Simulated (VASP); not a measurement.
The system is CuO.

```
Cu O
1.0
     2.29404   -1.67637    0.00000
     2.29404    1.67637    0.00000
    -0.83268    0.00000    4.95462
Cu O
2 2
Direct
  0.50000 0.00000 0.50000
  0.00000 0.50000 0.00000
  0.41840 0.58160 0.75000
  0.58160 0.41840 0.25000
```

Base run:

| Property | Result |
| --- | --- |
| Program | VASP 6.6.1 |
| Functional | PBEsol |
| Dispersion | D4 |
| Potentials or basis | VASP PAW PBE potentials, release 64 (Cu, O) |
| Cutoff | 520 eV |
| k mesh | 10 × 10 × 5 |
| Occupations | fermi-dirac, width 0.05 eV |
| Spin | no spin polarisation |

Its results: band gap on the k mesh zero (bands 17 and 18 overlap by 0.61 eV); pressure 7.7 GPa; largest force 0.108 eV/Å.

**Question.** The run is repeated on the same cell with these changes: functional from PBEsol to r2SCAN; dispersion from D4 to none. What comes out?

**Answer.** Band gap on the k mesh zero (bands 17 and 18 overlap by 0.59 eV); pressure 12.9 GPa; largest force 0.018 eV/Å.

Several settings changed at once.

Caveats: the cell stands under pressure; the PAW data sets were made with another functional, which shifts forces and pressure a little; semilocal functionals often make such compounds metallic where correlation or magnetic order opens a gap, which also shifts bond lengths.
